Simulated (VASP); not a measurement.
Wanted: the native input for a VASP 6.6.1 run.

```yaml
Task: relaxation of cell and atoms
Functional: PBEsol
Potentials_or_basis: VASP PAW PBE potentials, release 64 (Zr_sv)
Cutoff: 600 eV
k_mesh: 4 × 4 × 4
Occupations: gaussian, width 0.1 eV
Spin: no spin polarisation
Dipole_correction: no
Further_INCAR_settings: ALGO = Fast; EDIFF = 1e-06; IBRION = 2; EDIFFG = -0.04; NSW = 90; ISIF = 3
```

The structure of Zr lies in POSCAR:

```
Zr
1.0
    5.7542859044      0.0000000000      0.0000000000
    0.0000000000      5.7542859044      0.0000000000
    0.0000000000      0.0000000000      5.7542859044
Zr
8
Direct
    0.5000000000      0.5000000000      0.5000000000
    0.0000000000      0.0000000000      0.0000000000
    0.2500000000      0.0000000000      0.5000000000
    0.5000000000      0.2500000000      0.0000000000
    0.5000000000      0.7500000000      0.0000000000
    0.7500000000      0.0000000000      0.5000000000
    0.0000000000      0.5000000000      0.7500000000
    0.0000000000      0.5000000000      0.2500000000
```

These files were run (other wordings do the same):

INCAR

```
PREC = Accurate
ENCUT = 600
EDIFF = 1E-6
ISMEAR = 0
SIGMA = 0.1
LREAL = False
LASPH = True
NELM = 100
ALGO = Fast
ISIF = 3
LWAVE = False
LCHARG = False
GGA = PS
IBRION = 2
NSW = 90
EDIFFG = -0.04
```

KPOINTS

```
regular mesh
0
Gamma
  4 4 4
```

Potentials or basis: VASP PAW PBE potentials, release 64 (Zr_sv).

Launch:

```bash
$ cat potpaw_PBE.64/Zr_sv/POTCAR > POTCAR
$ mpirun -np 1 vasp_std > vasp.out
```

Results of the run:

```json
{"Relaxed volume": "22.01 Å³/atom", "Relaxed cell": "a = 5.605 Å, b = 5.605 Å, c = 5.605 Å, α = 90.00°, β = 90.00°, γ = 90.00°", "Space group after relaxing (to 0.1 Å)": "Pm-3n (No. 223)", "Energy gained by relaxing": "39.4 meV/atom", "Ionic steps": "3", "Pressure after relaxing": "-0.1 GPa", "Band gap on the k mesh": "zero (bands 48 and 49 overlap by 0.25 eV)"}
```

Caveat: the PAW data sets were made with another functional, which shifts forces and pressure a little.

Run time: 20 min on 1 thread of Intel Xeon 8259CL (shared host), peak memory 0.39 GiB.
